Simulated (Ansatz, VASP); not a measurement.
## ZnAu: VASP beside Ansatz

The input INCAR:

```
PREC = Accurate
ENCUT = 520
EDIFF = 1E-8
ISMEAR = -1
SIGMA = 0.05
LREAL = False
LASPH = True
NELM = 80
ALGO = Normal
ISIF = 2
LWAVE = False
LCHARG = False
GGA = PE
LEFG = True
NBANDS = 18
```

KPOINTS

```
regular mesh
0
Gamma
  13 13 13
```

File POSCAR:

```
ZnAu
1.0
    3.1470000000      0.0000000000      0.0000000000
    0.0000000000      3.1470000000      0.0000000000
    0.0000000000      0.0000000000      3.1470000000
Zn Au
1 1
Direct
    0.5000000000      0.5000000000      0.5000000000
    0.0000000000      0.0000000000      0.0000000000
```

Input for Ansatz:

```yaml
crystal:
  lattice:
    - [3.147, 0.0, 0.0]
    - [0.0, 3.147, 0.0]
    - [0.0, 0.0, 3.147]
  atoms:
    - { symbol: Zn, position: [0.5, 0.5, 0.5] }
    - { symbol: Au, position: [0.0, 0.0, 0.0] }
kpoints:
  mp_grid: { grid: [13, 13, 13] }
  band_path:
    path:
      - [0.0, 0.0, 0.0]
      - [0.0, 0.5, 0.0]
      - [0.5, 0.5, 0.0]
      - [0.0, 0.0, 0.0]
      - [0.5, 0.5, 0.5]
      - [0.0, 0.5, 0.0]
      - [0.5, 0.5, 0.5]
      - [0.5, 0.5, 0.0]
    npoints: 8
scf:
  occupations: { method: fermi_dirac, width: 0.05 }
hamiltonian:
  xc: pbe
  pseudopotentials: { kind: paw }
output:
  forces: true
  stress: true
  eigenvalues: true
  efg: { contact_densities: true }
  populations: true
  bader: true
  dos: { projected: true, de: 0.2, e_range: [-14, 8] }
```

Alike in both runs: task electric field gradients; functional PBE; k mesh 13 × 13 × 13; occupations fermi-dirac, width 0.05 eV; no spin polarisation.

|  | VASP | Ansatz |
| --- | --- | --- |
| version | VASP 6.6.1 | Ansatz 0.2.0 |
| potentials or method | VASP PAW PBE potentials, release 64 (Zn, Au) | PAW with Ansatz's default frozen-core files, scalar-relativistic |
| plane-wave cutoff (eV) | 520 | 420 |
| valence electrons in the cell | 23 | 31 |

|  | VASP | Ansatz | Ansatz less VASP |
| --- | --- | --- | --- |
| pressure (GPa) | 5.0 | 4.9 | -0.14 |

With one functional, cell and mesh, what is left measures potentials, basis and numerics. VASP's potentials hold 23 valence electrons a cell and Ansatz's 31, so a difference there can come from the potentials and not from the codes.

Spin-orbit coupling is off throughout.
